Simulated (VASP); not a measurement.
A run of VASP 6.6.1 is set up as follows.

INCAR

```
SYSTEM = Si
PREC = Accurate
ENCUT = 520
EDIFF = 1E-6
ISMEAR = 0
SIGMA = 0.03
LREAL = .False.
LASPH = .True.
NELM = 60
ALGO = Normal
ISIF = 2
LWAVE = .False.
LCHARG = .False.
GGA = PE
NBANDS = 21
```

The input KPOINTS:

```
regular mesh
0
Gamma
  8 8 4
  0 0 0
```

POSCAR

```
Si
1.0
    3.8684575814      0.0000000000      0.0000000000
   -1.9342287907      3.3501825390      0.0000000000
    0.0000000000      0.0000000000      9.4722602802
Si
6
Direct
    0.0000000000      0.0000000000     -0.0000226135
    0.0000000000      0.0000000000      0.2500226135
    0.3333333333      0.6666666667      0.3333107198
    0.3333333333      0.6666666667      0.5833559469
    0.6666666667      0.3333333333      0.6666440531
    0.6666666667      0.3333333333      0.9166892802
```

Potentials or basis: VASP PAW PBE potentials, release 64 (Si).

The run is started by

```sh
$ cat potpaw_PBE.64/Si/POTCAR > POTCAR
$ mpirun -np 1 vasp_std > vasp.out
```

Estimate the pressure.

-0.1 GPa.

Predict the band gap on the k mesh.

0.65 eV.

A k mesh can miss the band edges.
